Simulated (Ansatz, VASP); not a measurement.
CdTe in VASP and in Ansatz

Contents of INCAR:

```
SYSTEM = CdTe
PREC = Accurate
ENCUT = 600
EDIFF = 1E-7
ISMEAR = -1
SIGMA = 0.05
LREAL = .FALSE.
LASPH = .TRUE.
NELM = 60
ALGO = Normal
ISIF = 3
LWAVE = .FALSE.
LCHARG = .FALSE.
GGA = PS
IBRION = 2
NSW = 60
EDIFFG = -0.005
```

The input KPOINTS:

```
Automatic mesh
0
G
  13 13 13
  0 0 0
```

File POSCAR:

```
CdTe
1.0
    0.0000000000      2.8981565878      2.8981565878
    2.8981565878      0.0000000000      2.8981565878
    2.8981565878      2.8981565878      0.0000000000
Cd Te
1 1
Direct
    0.0000000000      0.0000000000      0.0000000000
    0.5000000000      0.5000000000      0.5000000000
```

Input for Ansatz:

```yaml
crystal:
  lattice:
    - [0.0, 2.8981565878, 2.8981565878]
    - [2.8981565878, 0.0, 2.8981565878]
    - [2.8981565878, 2.8981565878, 0.0]
  atoms:
    - { symbol: Cd, position: [0.0, 0.0, 0.0] }
    - { symbol: Te, position: [0.5, 0.5, 0.5] }
kpoints:
  mp_grid: { grid: [13, 13, 13] }
scf:
  occupations: { method: fermi_dirac, width: 0.05 }
hamiltonian:
  xc: pbesol
  pseudopotentials: { kind: paw }
output:
  forces: true
  stress: true
relax:
  f_tol: 0.005
  max_steps: 40
  cell: {}
```

Alike in both runs: task relaxation of cell and atoms; functional PBEsol; k mesh 13 × 13 × 13; occupations fermi-dirac, width 0.05 eV; no spin polarisation.

|  | VASP | Ansatz |
| --- | --- | --- |
| version | VASP 6.6.1 | Ansatz 0.2.0 |
| potentials or method | VASP PAW PBE potentials, release 64 (Cd, Te) | PAW with Ansatz's default frozen-core files, scalar-relativistic |
| plane-wave cutoff (eV) | 600 | 420 |
| valence electrons in the cell | 18 | 36 |

```csv
,VASP,Ansatz,Ansatz less VASP
relaxed volume (Å³/atom),27.09,26.98,-0.105
relaxed cell length with the largest relative difference (Å),4.247,4.242,-0.0055
```

VASP's potentials were made for PBE, not for PBEsol. VASP's potentials hold 18 valence electrons a cell and Ansatz's 36, so a difference there can come from the potentials and not from the codes.

Spin-orbit coupling is off throughout.
